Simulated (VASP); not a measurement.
A run of VASP 6.6.1 is set up as follows.

Contents of INCAR:

```
SYSTEM = LaAgSeF
ALGO     = Normal         ! electronic algorithm
EDIFF    = 1E-7           ! SCF threshold, eV
EDIFFG   = -0.01          ! ionic threshold
ENCUT    = 600            ! plane-wave cutoff, eV
GGA      = PE             ! functional
IBRION   = 2              ! ionic algorithm
ISIF     = 3              ! what is computed and relaxed
ISMEAR   = 1              ! smearing method
LASPH    = .TRUE.         ! aspherical terms in the spheres
LCHARG   = .FALSE.        ! write CHGCAR
LREAL    = .FALSE.        ! projectors in reciprocal space
LWAVE    = .FALSE.        ! write WAVECAR
NELM     = 60             ! most SCF steps
NSW      = 100            ! ionic steps
PREC     = Accurate       ! precision mode
PSTRESS  = 200.0        
SIGMA    = 0.0103         ! smearing width, eV
```

Contents of KPOINTS:

```
k-points
0
G
  6 6 3
  0 0 0
```

File POSCAR:

```
LaAgSeF
1.0
    4.0848520000      0.0000000000      0.0000000000
    0.0000000000      4.0848520000      0.0000000000
    0.0000000000      0.0000000000      9.0642620000
La Ag Se F
2 2 2 2
Direct
    0.2500000000      0.2500000000      0.3475800000
    0.7500000000      0.7500000000      0.6524200000
    0.7500000000      0.2500000000      0.0000000000
    0.2500000000      0.7500000000      0.0000000000
    0.7500000000      0.7500000000      0.1968000000
    0.2500000000      0.2500000000      0.8032000000
    0.7500000000      0.2500000000      0.5000000000
    0.2500000000      0.7500000000      0.5000000000
```

Potentials or basis: VASP PAW PBE potentials, release 64 (La, Ag, Se, F).

Run with:

```sh
$ cat potpaw_PBE.64/La/POTCAR potpaw_PBE.64/Ag/POTCAR potpaw_PBE.64/Se/POTCAR potpaw_PBE.64/F/POTCAR > POTCAR
$ mpirun -np 1 vasp_std > vasp.out
```

(1) What does it give for the band gap on the k mesh?

(2) Predict the relaxed volume.

## Answers

(1) zero (bands 35 and 36 overlap by 1.48 eV).

(2) 16.85 Å³/atom.

Caveat: the cell is relaxed towards a set pressure, so the run minimises the enthalpy, not the energy; spin-orbit coupling is left out, which moves the levels of the heavy elements.
